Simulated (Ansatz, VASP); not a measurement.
**Two plane-wave programs on Al**

```
Al
1.0
     0.00000    2.02040    2.02040
     2.02040    0.00000    2.02040
     2.02040    2.02040    0.00000
Al
1
Direct
  0.00000 0.00000 0.00000
```

Alike in both runs: functional PBE; k mesh 18 × 18 × 18; occupations gaussian, width 0.1 eV; no spin polarisation.

Ansatz relaxed the structure, and its values are those at the end. VASP's run is a single point on that final structure, the one shown.

|  | VASP | Ansatz |
| --- | --- | --- |
| version | VASP 6.6.1 | Ansatz 0.2.0 |
| potentials or method | VASP PAW PBE potentials, release 64 (Al), cutoff 500 eV | scalar-relativistic, plane waves, PAW |
| valence electrons in the cell | 3 | 3 |

```tsv
	VASP	Ansatz	Ansatz less VASP
gap on the k mesh at the Fermi level (eV)	none	none	-
pressure (GPa)	0.0	0.0	+0.01
```

A gap of «none» marks a metal or a gap that the smearing closes.
